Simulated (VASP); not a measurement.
Input of a VASP 6.6.1 run:

The input POSCAR:

```
Pd
1.0
    0.0000000000      1.9558504376      1.9558504376
    1.9558504376      0.0000000000      1.9558504376
    1.9558504376      1.9558504376      0.0000000000
Pd
1
Direct
    0.0000000000      0.0000000000      0.0000000000
```

Contents of INCAR.step1:

```
PREC     = Accurate       # precision mode
ENCUT    = 520            # plane-wave cutoff, eV
ISMEAR   = -1             # smearing method
SIGMA    = 0.1            # smearing width, eV
LREAL    = False          # projectors in reciprocal space
LASPH    = True           # aspherical terms in the spheres
NELM     = 80             # most SCF steps
NBANDS   = 11             # bands
GGA      = PE             # functional
ALGO     = Normal         # electronic algorithm
EDIFF    = 1E-4           # SCF threshold, eV
LWAVE    = True           # write WAVECAR
LCHARG   = False          # write CHGCAR
```

Contents of INCAR.step2:

```
PREC     = Accurate       # precision mode
ENCUT    = 520            # plane-wave cutoff, eV
EDIFF    = 1E-6           # SCF threshold, eV
ISMEAR   = -1             # smearing method
SIGMA    = 0.1            # smearing width, eV
LREAL    = False          # projectors in reciprocal space
LASPH    = True           # aspherical terms in the spheres
NELM     = 80             # most SCF steps
ALGO     = Normal         # electronic algorithm
ISIF     = 2              # what is computed and relaxed
LWAVE    = False          # write WAVECAR
LCHARG   = True           # write CHGCAR
METAGGA  = R2SCAN         # meta-GGA
LMIXTAU  = True         
LELF     = True           # ELF
LVHAR    = True         
NBANDS   = 11             # bands
ISTART   = 1
```

The input KPOINTS:

```
Automatic mesh
0
Gamma
  8 8 8
```

Potentials or basis: VASP PAW PBE potentials, release 64 (Pd).

Run with:

```bash
$ cat potpaw_PBE.64/Pd/POTCAR > POTCAR
$ cp INCAR.step1 INCAR
$ mpirun -np 1 vasp_std > vasp.out
$ cp INCAR.step2 INCAR
$ mpirun -np 1 vasp_std > vasp.out
```

What does it give for the band gap on the k mesh?

Zero (band 5 reaches 9.70 eV, above the bottom of band 6 at 8.06 eV).

Predict the pressure.

1.0 GPa.

Caveat: the PAW data sets were made with another functional, which shifts forces and pressure a little.
